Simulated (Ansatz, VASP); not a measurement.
Tl3Sb2Mo in VASP and in Ansatz

```
Tl Sb Mo
1.0
     3.87928    0.00000    0.00000
     0.00000    3.87928    0.00000
     0.00000    0.00000   10.49076
Tl Sb Mo
3 2 1
Direct
  0.00000 0.00000 0.63935
  0.00000 0.00000 0.36065
  0.00000 0.00000 0.00000
  0.50000 0.50000 0.77744
  0.50000 0.50000 0.22256
  0.50000 0.50000 0.50000
```

Alike in both runs: functional PBE; k mesh 4 × 4 × 2; occupations gaussian, width 0.1 eV; no spin polarisation.

Ansatz relaxed the structure, and its values are those at the end. VASP's run is a single point on that final structure, the one shown.

|  | VASP | Ansatz |
| --- | --- | --- |
| version | VASP 6.6.1 | Ansatz 0.2.0 |
| potentials or method | VASP PAW PBE potentials, release 64 (Tl_d, Sb, Mo_sv), cutoff 520 eV | scalar-relativistic, plane waves, PAW |
| valence electrons in the cell | 63 | 83 |

Ansatz gave:

- gap on the k mesh at the Fermi level (eV): none
- pressure (GPa): -0.2

Estimate VASP's values.

gap on the k mesh at the Fermi level (eV): none; pressure (GPa): -0.3.

A gap of «none» marks a metal or a gap that the smearing closes. VASP's potentials hold 63 valence electrons a cell and Ansatz's 83, so a difference there can come from the potentials and not from the codes.

The k mesh is coarse, so the values compare programs but aren't converged. Neither program's run includes spin-orbit coupling.
